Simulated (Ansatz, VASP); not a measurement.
**Two plane-wave programs on CoSi2**

```
Co Si
1.0
     5.35988    0.00000    0.00000
     0.00000   -5.35988    0.00000
     0.00000    0.00000   -5.35988
Co Si
4 8
Cartesian
  2.7506 -2.7506 -5.3599
  0.0000 0.0000 -5.3599
  0.0000 -2.6799 -2.6799
  2.6799 0.0000 -2.6799
  1.3400 -1.3400 -1.3400
  4.0199 -4.0199 -1.3400
  4.0199 -1.3400 -4.0199
  1.3400 -4.0199 -4.0199
  4.0199 -4.0199 -4.0199
  1.3400 -1.3400 -4.0199
  1.3400 -4.0199 -1.3400
  4.0199 -1.3400 -1.3400
```

Alike in both runs: task single point; functional PBE; k mesh 10 × 10 × 10; occupations gaussian, width 0.15 eV; no spin polarisation.

|  | VASP | Ansatz |
| --- | --- | --- |
| version | VASP 6.6.1 | Ansatz 0.2.0 |
| potentials or method | VASP PAW PBE potentials, release 64 (Co, Si), cutoff 520 eV | scalar-relativistic, plane waves, PAW |
| valence electrons in the cell | 68 | 100 |

|  | VASP | Ansatz | Ansatz less VASP |
| --- | --- | --- | --- |
| gap on the k mesh at the Fermi level (eV) | none | none | - |
| pressure (GPa) | 0.1 | 0.2 | +0.15 |
| traceless stress, the component that is largest in VASP (GPa) | -0.23 | -0.23 | +0.002 |
| rms of the force components (eV/Å) | 0.256 | 0.255 | -0.0010 |

Atom by atom the forces differ by 0.002 eV/Å (rms over components). A gap of «none» marks a metal or a gap that the smearing closes. VASP's potentials hold 68 valence electrons a cell and Ansatz's 100, so a difference there can come from the potentials and not from the codes.
